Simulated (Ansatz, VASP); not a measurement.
## TiO2 in VASP and in Ansatz

File INCAR:

```
SYSTEM = TiO2
ALGO = Normal ; EDIFF = 1E-6
ENCUT = 520 ; GGA = PE
ISIF = 2 ; ISMEAR = 0
LASPH = .True. ; LCHARG = .True.
LELF = .True. ; LREAL = .False.
LVHAR = .True. ; LWAVE = .False.
NBANDS = 33 ; NELM = 60
PREC = Accurate ; SIGMA = 0.05
```

KPOINTS

```
k-points
0
Gamma
  8 8 10
  0 0 0
```

The input POSCAR:

```
TiO2
1.0
    4.6433998178      0.0000000000      0.0000000000
    0.0000000000      4.6433998178      0.0000000000
    0.0000000000      0.0000000000      2.9638636879
Ti O
2 4
Direct
    0.0000000000      0.0000000000      0.0000000000
    0.5000000000      0.5000000000      0.5000000000
    0.3050970583      0.3050970583      0.0000000000
    0.1949029417      0.8050970583      0.5000000000
    0.6949029417      0.6949029417      0.0000000000
    0.8050970583      0.1949029417      0.5000000000
```

Input for Ansatz:

```yaml
crystal:
  lattice:
    - [4.6433998178, 0.0, 0.0]
    - [0.0, 4.6433998178, 0.0]
    - [0.0, 0.0, 2.9638636879]
  atoms:
    - { symbol: Ti, position: [0.0, 0.0, 0.0] }
    - { symbol: Ti, position: [0.5, 0.5, 0.5] }
    - { symbol: O, position: [0.3050970583, 0.3050970583, 0.0] }
    - { symbol: O, position: [0.1949029417, 0.8050970583, 0.5] }
    - { symbol: O, position: [0.6949029417, 0.6949029417, 0.0] }
    - { symbol: O, position: [0.8050970583, 0.1949029417, 0.5] }
basis:
  ecutwfc: 520.0
kpoints:
  mp_grid: { grid: [8, 8, 10] }
hamiltonian:
  xc: pbe
  pseudopotentials: { kind: paw, azcp: { folder: soft_1 } }
scf:
  occupations: { method: gaussian, width: 0.05 }
output:
  forces: true
  stress: true
  eigenvalues: true
```

Alike in both runs: task single point; functional PBE; k mesh 8 × 8 × 10; occupations gaussian, width 0.05 eV; no spin polarisation.

|  | VASP | Ansatz |
| --- | --- | --- |
| version | VASP 6.6.1 | Ansatz 0.2.0 |
| potentials or method | VASP PAW PBE potentials, release 64 (Ti_sv, O), cutoff 520 eV | scalar-relativistic, plane waves, PAW |
| valence electrons in the cell | 48 | 48 |

|  | VASP | Ansatz | Ansatz less VASP |
| --- | --- | --- | --- |
| gap on the k mesh at the Fermi level (eV) | 1.83 | 1.86 | +0.028 |
| least direct gap on the mesh (eV) | 1.83 | 1.86 | +0.028 |
| pressure (GPa) | 0.7 | 0.0 | -0.66 |
| traceless stress, the component that is largest in VASP (GPa) | 0.22 | -0.02 | -0.238 |
| rms of the force components (eV/Å) | 0.012 | 0.001 | -0.0101 |

Atom by atom the forces differ by 0.013 eV/Å (rms over components).
